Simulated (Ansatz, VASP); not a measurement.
Ti8HC8: VASP beside Ansatz

```
CELL_PARAMETERS angstrom
0.00000 4.32800 4.32800
4.32800 0.00000 4.32800
4.32800 4.32800 0.00000
ATOMIC_POSITIONS crystal
Ti 0.00241 0.99376 0.00143
Ti 0.00150 0.99930 0.49917
Ti 0.00224 0.50148 0.00133
Ti 0.00240 0.50157 0.49365
Ti 0.49992 0.99922 0.00095
Ti 0.50004 0.99930 0.49916
Ti 0.49470 0.50157 0.00141
Ti 0.49993 0.50104 0.49910
C 0.25019 0.25029 0.24923
C 0.25377 0.24849 0.74838
C 0.25018 0.74939 0.24927
C 0.25021 0.74936 0.75013
C 0.74927 0.24852 0.25287
C 0.74936 0.24856 0.74845
C 0.75117 0.74936 0.24924
C 0.74925 0.75302 0.74840
H 0.87544 0.37417 0.87399
```

Alike in both runs: functional PBE; k mesh 3 × 3 × 3; occupations fermi-dirac, width 0.05 eV; no spin polarisation.

Ansatz relaxed the structure, and its values are those at the end. VASP's run is a single point on that final structure, the one shown.

```csv
,VASP,Ansatz
version,VASP 6.6.1,Ansatz 0.2.0
potentials or method,"VASP PAW PBE potentials, release 64 (Ti_sv, C, H), cutoff 520 eV","scalar-relativistic, plane waves, PAW"
valence electrons in the cell,129,129
```

|  | VASP | Ansatz | Ansatz less VASP |
| --- | --- | --- | --- |
| rms of the force components (eV/Å) | 0.012 | 0.009 | -0.0033 |

The functional is the same, so the differences come from potentials, cutoffs and numerics.

The k mesh is coarse, so the values compare programs but aren't converged.
